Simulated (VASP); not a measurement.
# Gd (Fm-3m) in VASP: single point with PBE

Aim: the single point of Gd with PBE.

Program: VASP 6.6.1. These are calculated values, not measurements. Logs are shortened: lines on timing, memory, paths and dates and some standing lists are left out, and cuts for length are marked.

### Step 1. The cell of the first run

Symmetry: Fm-3m, No. 225, cubic system. Conventional cell: a = 5.172 Å, b = 5.172 Å, c = 5.172 Å, α = 90.00°, β = 90.00°, γ = 90.00°. Gd (site symmetry m-3m) has 12 Gd at 3.66 Å within 4.8 Å.

### Step 2. Single point, PBE, collinear spin, ferromagnetic start

The input, INCAR:

```
ALGO = Normal ; EDIFF = 1E-6
ENCUT = 520 ; GGA = PE
ISIF = 2 ; ISMEAR = 0
ISPIN = 2 ; LASPH = True
LCHARG = False ; LMAXMIX = 6
LORBIT = 11 ; LREAL = False
LWAVE = False ; MAGMOM = 7
NBANDS = 19 ; NELM = 150
PREC = Accurate ; SIGMA = 0.05
```

The input, KPOINTS:

```
k-points
0
Gamma
  6 6 6
```

The input, POSCAR:

```
Gd
1.0
    0.0000000000      2.5858190855      2.5858190855
    2.5858190855      0.0000000000      2.5858190855
    2.5858190855      2.5858190855      0.0000000000
Gd
1
Direct
    0.0000000000      0.0000000000      0.0000000000
```

Potentials or basis: VASP PAW PBE potentials, release 64 (Gd).

On the command line:

```console
$ cat potpaw_PBE.64/Gd/POTCAR > POTCAR
$ mpirun -np 1 vasp_std > vasp.out
```

OUTCAR:

```text
EDIFF = 1E-6
   ENCUT = 520
   GGA = PE
   ISIF = 2
   ISMEAR = 0
   ISPIN = 2
   LASPH = True
   LORBIT = 11
   LREAL = False
   NELM = 150
   PREC = Accurate

 ion  position               nearest neighbor table
   1  0.000  0.000  0.000-

  LATTYP: Found a face centered cubic cell.
 ALAT       =     5.1716381710

  Lattice vectors:

 A1 = (   0.0000000000,   2.5858190855,   2.5858190855)
 A2 = (   2.5858190855,   0.0000000000,   2.5858190855)
 A3 = (   2.5858190855,   2.5858190855,   0.0000000000)

Analysis of symmetry for initial positions (statically):
=====================================================================
 Subroutine PRICEL returns:
 Original cell was already a primitive cell.

 Routine SETGRP: Setting up the symmetry group for a
 face centered cubic supercell.

 Subroutine GETGRP returns: Found 48 space group operations
 (whereof 48 operations were pure point group operations)
 out of a pool of 48 trial point group operations.

The static configuration has the point symmetry O_h .

Analysis of symmetry for dynamics (positions and initial velocities):
=====================================================================
 Subroutine PRICEL returns:
 Original cell was already a primitive cell.

 Routine SETGRP: Setting up the symmetry group for a
 face centered cubic supercell.

 Subroutine GETGRP returns: Found 48 space group operations
 (whereof 48 operations were pure point group operations)
 out of a pool of 48 trial point group operations.

The dynamic configuration has the point symmetry O_h .

Analysis of structural, dynamic, and magnetic symmetry:
=====================================================================
 Subroutine PRICEL returns:
 Original cell was already a primitive cell.

 Routine SETGRP: Setting up the symmetry group for a
 face centered cubic supercell.

 Subroutine GETGRP returns: Found 48 space group operations
 (whereof 48 operations were pure point group operations)
 out of a pool of 48 trial point group operations.

The overall configuration has the point symmetry O_h .

 Subroutine INISYM returns: Found 48 space group operations
 (whereof 48 operations are pure point group operations),
 and found     1 'primitive' translations

----------------------------------------------------------------------------------------

                                     Primitive cell

  volume of cell :      34.5800

  direct lattice vectors                    reciprocal lattice vectors
     0.000000000  2.585819085  2.585819085    -0.193362329  0.193362329  0.193362329
[... 92 lines left out ...]
   IALGO  =     38    algorithm
   IMIX   =      4    mixing-type and parameters
     AMIX     =   0.40;   BMIX     =  1.00
     AMIX_MAG =   1.60;   BMIX_MAG =  1.00
  volume/ion in A,a.u.               =      34.58       233.36
  Fermi-wavevector in a.u.,A,eV,Ry     =   1.316914  2.488607 23.596086  1.734263
  Thomas-Fermi vector in A             =   2.446993
   LORBIT       =     11    0 simple, 1 ext, 2 COOP (PROOUT), +10 PAW based schemes
   GGA     = PE    functional components
   LHFCALC =     F    Hartree Fock is set to
   AEXX    =    0.0000 exact exchange contribution
   IVDW    =     0    specifies the selected vdW correction
   LEPSILON=     F    determine dielectric tensor
   LRPA    =     F    only Hartree local field effects (RPA)
 spin polarized calculation
 Gauss-broadening in eV      SIGMA  =   0.05
  energy-cutoff  :      520.00
  volume of cell :       34.58
 maximum number of plane-waves:       941
   NGX = 13   NGY = 13   NGZ = 13

 number of electron      18.0000002 magnetization       7.4259669

 Free energy of the ion-electron system (eV)
  ---------------------------------------------------
  ext. energy  EPLUGINS =         0.00000000
  ---------------------------------------------------
  free energy    TOTEN  =       -11.65361685 eV

  energy without entropy =      -11.65226283  energy(sigma->0) =      -11.65293984

 E-fermi :   2.8288     XC(G=0):  -9.7899

 val. band max:        2.7213707489   @ k =   0.5000   0.1667   0.0000
 cond. band min:       2.8407270817   @ k =  -0.3333   0.5000   0.1667
 fundamental gap:      0.1193563328
 Fermi energy:         2.8287688033

 spin component 1

 k-point     1 :       0.0000    0.0000    0.0000
  band No.  band energies     occupation
      1     -42.5565      1.00000
      2     -19.6169      1.00000
      3     -19.6169      1.00000
      4     -19.6169      1.00000
      5      -2.1882      1.00000
      6      -2.1797      1.00000
[... 328 lines left out ...]
      5      -2.1233      1.00000
      6      -2.1193      1.00000
[... 11 lines left out ...]
     18      10.0311      0.00000
     19      10.5776      0.00000
 Fermi energy:         2.8287688033

 spin component 2

 k-point     1 :       0.0000    0.0000    0.0000
  band No.  band energies     occupation
      1     -39.3585      1.00000
      2     -17.2800      1.00000
      3     -17.2800      1.00000
      4     -17.2800      1.00000
      5      -1.4572      1.00000
      6       3.0459      0.00000
[... 329 lines left out ...]
      6       2.8407      0.36759
[... 11 lines left out ...]
     18      11.2767      0.00000
     19      11.6048      0.00000

------------------------ aborting loop because EDIFF is reached ----------------------------------------

  FORCE on cell =-STRESS in cart. coord.  units (eV):
  Direction    XX          YY          ZZ          XY          YZ          ZX
  --------------------------------------------------------------------------------------
  -------------------------------------------------------------------------------------
  Total       -0.3569116     -0.3569116     -0.3569116      0.0000000     -0.0000000      0.0000000
  in kB      -16.5366223    -16.5366223    -16.5366223      0.0000000     -0.0000000      0.0000000
  external PRESSURE =     -16.5366223 kB  Pullay stress =       0.0000000 kB

 VOLUME and BASIS-vectors are now :
 -----------------------------------------------------------------------------
  energy-cutoff  :      520.00
  volume of cell :       34.58
      direct lattice vectors                 reciprocal lattice vectors
     0.000000000  2.585819085  2.585819085    -0.193362329  0.193362329  0.193362329
     2.585819085  0.000000000  2.585819085     0.193362329 -0.193362329  0.193362329
     2.585819085  2.585819085  0.000000000     0.193362329  0.193362329 -0.193362329

 POSITION                                       TOTAL-FORCE (eV/Angst)
 -----------------------------------------------------------------------------------
      0.00000      0.00000      0.00000        -0.000000      0.000000      0.000000
 -----------------------------------------------------------------------------------
    total drift:                               -0.000000     -0.000000     -0.000000

  FREE ENERGIE OF THE ION-ELECTRON SYSTEM (eV)
  ---------------------------------------------------
  free  energy   TOTEN  =       -11.6536168473 eV

  energy  without entropy=      -11.6522628266  energy(sigma->0) =      -11.65293984

 total charge

# of ion       s       p       d       f       tot
--------------------------------------------------
    1        2.072   5.562   0.557   6.992  15.182

 magnetization (x)

# of ion       s       p       d       f       tot
--------------------------------------------------
    1        0.001  -0.061   0.163   6.813   6.916
```

OSZICAR:

```text
N       E                     dE             d eps       ncg     rms          rms(c)
DAV:   1     0.100520653248E+03    0.10052E+03   -0.64524E+03  1568   0.478E+03
[... 16 lines left out ...]
DAV:  18    -0.116536210588E+02    0.11896E-03   -0.28469E-04  1872   0.360E-01    0.170E-01
DAV:  19    -0.116536173878E+02    0.36710E-05   -0.19985E-04  1915   0.284E-01    0.373E-01
DAV:  20    -0.116536144317E+02    0.29562E-05   -0.39287E-05  2088   0.989E-02    0.478E-01
DAV:  21    -0.116536321627E+02   -0.17731E-04   -0.71403E-05  1557   0.193E-01    0.266E-01
DAV:  22    -0.116536193376E+02    0.12825E-04   -0.21889E-05  1698   0.999E-02    0.963E-02
DAV:  23    -0.116536169916E+02    0.23460E-05   -0.13144E-05  1796   0.710E-02    0.348E-02
DAV:  24    -0.116536168473E+02    0.14431E-06   -0.67090E-07  1149   0.107E-02
   1 F= -.11653617E+02 E0= -.11652940E+02  d E =-.135402E-02  mag=     7.4267
```

stdout:

```text
POSCAR found type information on POSCAR Gd
 POSCAR found :  1 types and       1 ions
 scaLAPACK will be used
 LDA part: xc-table for (Slater+PW92), standard interpolation
 POSCAR, INCAR and KPOINTS ok, starting setup
 FFT: planning ... GRIDC
 FFT: planning ... GRID_SOFT
 FFT: planning ... GRID
 WAVECAR not read
 entering main loop
```

It took 24 s on 1 thread of Intel Xeon 6975P-C (Granite Rapids), shared host; peak memory 0.18 GiB.

Results:

```
Free energy                                           : -11.6536 eV
Pressure                                              : -1.7 GPa
Net moment                                            : 7.43 μB per cell
Site moments                                          : Gd +6.92 μB
Valence electrons inside the program's atomic spheres : Gd 15.18
```

Caveat: spin-orbit coupling is left out, which moves the levels of the heavy elements.
